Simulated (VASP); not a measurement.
Here is a VASP 6.6.1 calculation.

Contents of INCAR:

```
PREC = Accurate ; ENCUT = 520
EDIFF = 1E-6 ; ISMEAR = 0
SIGMA = 0.05 ; LREAL = F
LASPH = T ; NELM = 80
ALGO = Normal ; ISIF = 2
LWAVE = F ; LCHARG = F
GGA = PS ; NBANDS = 11
```

KPOINTS

```
Automatic mesh
0
Gamma
  22 22 22
```

The input POSCAR:

```
SiC
1.0
    0.0000000000      1.7737445757      1.7737445757
    1.7737445757      0.0000000000      1.7737445757
    1.7737445757      1.7737445757      0.0000000000
C Si
1 1
Direct
    0.0000000000      0.0000000000      0.0000000000
    0.5000000000      0.5000000000      0.5000000000
```

Potentials or basis: VASP PAW PBE potentials, release 64 (C, Si).

Command:

```console
$ cat potpaw_PBE.64/C/POTCAR potpaw_PBE.64/Si/POTCAR > POTCAR
$ mpirun -np 1 vasp_std > vasp.out
```

Question: Predict the pressure.

Answer: 226.2 GPa.

Question: Predict the band gap on the k mesh.

Answer: 0.21 eV, indirect (least direct gap 6.31 eV).

Caveat: the PAW data sets were made with another functional, which shifts forces and pressure a little. A k mesh can miss the band edges.
